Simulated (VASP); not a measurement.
A run of VASP 6.6.1 is set up as follows.

INCAR

```
SYSTEM = Al
PREC = Accurate
ENCUT = 520
EDIFF = 1E-7
ISMEAR = 1
SIGMA = 0.2
LREAL = .False.
LASPH = .True.
NELM = 80
ALGO = Fast
ISIF = 2
LWAVE = .False.
LCHARG = .False.
NBANDS = 8
```

KPOINTS

```
regular mesh
0
Gamma
  24 24 24
  0 0 0
```

The input POSCAR:

```
Al
1.0
   -2.1381448172      1.6350519191      1.6350519191
    1.6350519191     -2.1381448172      1.6350519191
    1.6350519191      1.6350519191     -2.1381448172
Al
1
Direct
    0.0000000000      0.0000000000      0.0000000000
```

Potentials or basis: VASP PAW LDA potentials, release 64 (Al).

Launch:

```console
$ cat potpaw_LDA.64/Al/POTCAR > POTCAR
$ mpirun -np 1 vasp_std > vasp.out
```

(1) Predict the pressure.

Answers

(1) 52.3 GPa.
